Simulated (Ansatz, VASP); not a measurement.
**AlN in VASP and in Ansatz**

File INCAR:

```
ALGO = Normal ; EDIFF = 1E-7
ENCUT = 520 ; GGA = PS
ISIF = 2 ; ISMEAR = 0
LASPH = T ; LCHARG = F
LREAL = F ; LWAVE = F
NBANDS = 11 ; NELM = 60
PREC = Accurate ; SIGMA = 0.05
```

File KPOINTS:

```
k-points
0
Gamma
  10 10 10
```

Contents of POSCAR:

```
AlN
1.0
    0.0000000000      2.1886566781      2.1886566781
    2.1886566781      0.0000000000      2.1886566781
    2.1886566781      2.1886566781      0.0000000000
Al N
1 1
Direct
    0.0000000000      0.0045066557      0.0000000000
    0.7500000000      0.7413188760      0.7500000000
```

Input for Ansatz:

```yaml
crystal:
  lattice:
    - [0.0, 2.1886566781, 2.1886566781]
    - [2.1886566781, 0.0, 2.1886566781]
    - [2.1886566781, 2.1886566781, 0.0]
  atoms:
    - { symbol: Al, position: [0.0, 0.0045066557, 0.0] }
    - { symbol: "N", position: [0.75, 0.741318876, 0.75] }
basis:
  ecutwfc: 520.0
kpoints:
  mp_grid: { grid: [10, 10, 10] }
hamiltonian:
  xc: pbesol
  pseudopotentials: { kind: paw, azcp: { folder: soft_1 } }
scf:
  occupations: { method: gaussian, width: 0.05 }
output:
  forces: true
  stress: true
  eigenvalues: true
```

Change from the starting cell: mode 4 frozen in at -0.019 Å and mode 5 at -0.019 Å (largest displacements).

Alike in both runs: task single point; functional PBEsol; k mesh 10 × 10 × 10; occupations gaussian, width 0.05 eV; no spin polarisation.

```csv
,VASP,Ansatz
version,VASP 6.6.1,Ansatz 0.2.0
potentials or method,"VASP PAW PBE potentials, release 64 (Al, N), cutoff 520 eV","scalar-relativistic, plane waves, PAW"
valence electrons in the cell,8,8
```

```tsv
	VASP	Ansatz	Ansatz less VASP
gap on the k mesh at the Fermi level (eV)	3.08	3.08	+0.007
least direct gap on the mesh (eV)	3.97	3.95	-0.016
pressure (GPa)	0.2	0.2	-0.01
traceless stress, the component that is largest in VASP (GPa)	-2.00	-1.97	+0.031
rms of the force components (eV/Å)	0.342	0.339	-0.0026
```

VASP's potentials were made for PBE, not for PBEsol, and Ansatz warns of the same on its side. Atom by atom the forces differ by 0.003 eV/Å (rms over components). The functional is the same, so the differences come from potentials, cutoffs and numerics.
